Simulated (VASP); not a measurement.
SiC:

```xyz
4
Lattice="2.9279 0.0000 0.0000 -1.4640 2.5357 0.0000 0.0000 0.0000 5.2056" Properties=species:S:1:pos:R:3 pbc="T T T"
Si    0.0000    1.6905    0.0238
Si    1.4640    0.8452    2.6266
C     0.0000    1.6905    1.9804
C     1.4640    0.8452    4.5832
```

This cell differs from its parent crystal: volume 9.662 Å^3 an atom, c/a of the conventional cell 1.7779.

- Program: VASP 6.6.1
- Task: relaxation of the atoms
- Functional: PBE
- Potentials or basis: VASP PAW PBE potentials, release 64 (Si, C)
- Cutoff: 520 eV
- k mesh: 12 × 12 × 6
- Occupations: gaussian, width 0.05 eV
- Spin: no spin polarisation

At the start: pressure 23.3 GPa; volume 9.66 Å³/atom.

Q: How do energy, volume and symmetry change on relaxing?

A: Over 3 steps the energy falls by 10.6 meV/atom; space group P6_3mc (No. 186, to 0.05 Å).

The path:
```csv
step,energy change (eV),largest force (eV/Å),pressure (GPa)
1,0.0000,0.8487,23.34
2,-0.0204,0.6807,20.62
3,-0.0426,0.0011,21.52
```

Final structure:
```
Si C
1.0
     2.92795    0.00000    0.00000
    -1.46397    2.53568    0.00000
     0.00000    0.00000    5.20559
Si C
2 2
Cartesian
  0.0000 1.6905 0.0480
  1.4640 0.8452 2.6508
  0.0000 1.6905 1.9561
  1.4640 0.8452 4.5589
```

Caveat: the cell differs from its parent crystal (volume 9.662 Å^3 an atom, c/a of the conventional cell 1.7779).
